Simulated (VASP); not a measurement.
Here is a VASP 6.6.1 calculation.

POSCAR

```
H2CO
1.0
    7.7059940000      0.0000000000      0.0000000000
    0.0000000000      7.7059940000      0.0000000000
    0.0000000000      0.0000000000      7.7059940000
O C H
4 4 8
Direct
    0.5166757202      0.7310672705      0.3887752832
    0.3038673531      0.3816509590      0.8714125653
    0.3048016907     -0.0060861714      0.7475868785
    0.0631586269      0.6480539694      0.1661044636
    0.5960425092      0.6293542403      0.3173373870
    0.3473529826      0.5001042046      0.7983395783
    0.3559047671      0.0715287346      0.6370235949
    0.1699196755      0.7345321058      0.1129769891
    0.7575271925      0.3525048164      0.9749553400
    0.7729956706      0.4068391437      0.8949007746
    0.7814436398      0.7763307368      0.9489496099
    0.8101485675      0.6973921859      0.9068784637
    0.0639891492      0.1515833000      0.0279522668
    0.1067091410      0.2191410998      0.0905658634
    0.8942908598     -0.0380353268      0.4830655202
    0.8541143427      0.0433818142      0.4429149569
```

The input INCAR.step1:

```
SYSTEM = H2CO
  ALGO = Normal
  EDIFF = 1E-4
  ENCUT = 520
  GGA = PE
  ISMEAR = -1
  LASPH = .TRUE.
  LCHARG = .FALSE.
  LREAL = Auto
  LWAVE = .TRUE.
  NBANDS = 38
  NELM = 100
  PREC = Accurate
  SIGMA = 0.05
```

The input INCAR.step2:

```
SYSTEM = H2CO
  ALGO = Normal
  EDIFF = 1E-7
  ENCUT = 520
  ISIF = 2
  ISMEAR = -1
  ISTART = 1
  IVDW = 12
  LASPH = .TRUE.
  LCHARG = .FALSE.
  LMIXTAU = .TRUE.
  LREAL = Auto
  LWAVE = .FALSE.
  METAGGA = R2SCAN
  NBANDS = 38
  NELM = 100
  PREC = Accurate
  SIGMA = 0.05
  VDW_A1 = 0.49484001
  VDW_A2 = 5.73083694
  VDW_S6 = 1.0
  VDW_S8 = 0.78981345
```

The input KPOINTS:

```
k-points
0
G
  1 1 1
  0 0 0
```

Potentials or basis: VASP PAW PBE potentials, release 64 (O, C, H).

Command:

```sh
$ cat potpaw_PBE.64/O/POTCAR potpaw_PBE.64/C/POTCAR potpaw_PBE.64/H/POTCAR > POTCAR
$ cp INCAR.step1 INCAR
$ mpirun -np 1 vasp_gam > vasp.out
$ cp INCAR.step2 INCAR
$ mpirun -np 1 vasp_gam > vasp.out
```

Task: Predict the pressure.

Result: 0.4 GPa.

Task: Estimate the dispersion energy per atom.

Result: -0.012 eV.

Task: Estimate the largest force.

Result: 2.831 eV/Å.

Stress tensor (GPa, compression positive):
```
 0.05  0.30 -0.51
 0.30  0.51 -0.69
-0.51 -0.69  0.52
```

Caveat: the k points lie up to 0.82 Å⁻¹ apart, too coarse for converged energies, forces and pressures; the atoms stand as in a frame of molecular dynamics; the PAW data sets were made with another functional, which shifts forces and pressure a little.
